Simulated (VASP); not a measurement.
Crystal: KPtBr3.

```
Pt K Br
1.0
     3.65816    6.33611    0.00000
    -3.65816    6.33611    0.00000
     0.00000    0.00000    6.24927
Pt K Br
2 2 6
Cartesian
  0.0000 0.0000 0.0000
  0.0000 0.0000 3.1246
  -0.0004 4.2243 4.6869
  -0.0004 8.4479 1.5623
  -1.9352 5.3413 1.5623
  -1.9352 7.3309 4.6869
  0.0000 1.9895 1.5623
  1.9352 7.3309 4.6869
  1.9352 5.3413 1.5623
  0.0000 10.6827 4.6869
```

Base run:

```yaml
Program: VASP 6.6.1
Functional: r2SCAN
Potentials_or_basis: VASP PAW PBE potentials, release 64 (Pt, K_sv, Br)
Cutoff: 550 eV
k_mesh: 3 × 3 × 3
Occupations: fermi-dirac, width 0.1 eV
Spin: no spin polarisation
```

Its results: pressure 5.2 GPa; largest force 1.817 eV/Å.

**Question.** The run is repeated on the same cell with these changes: functional from r2SCAN to RPBE; cutoff from 550 eV to 500 eV; occupations from fermi-dirac, width 0.1 eV to fermi-dirac, width 0.15 eV. What comes out?

**Answer.** Pressure 8.1 GPa; largest force 2.020 eV/Å.

Caveats: the cell stands under pressure; the PAW data sets were made with another functional, which shifts forces and pressure a little.
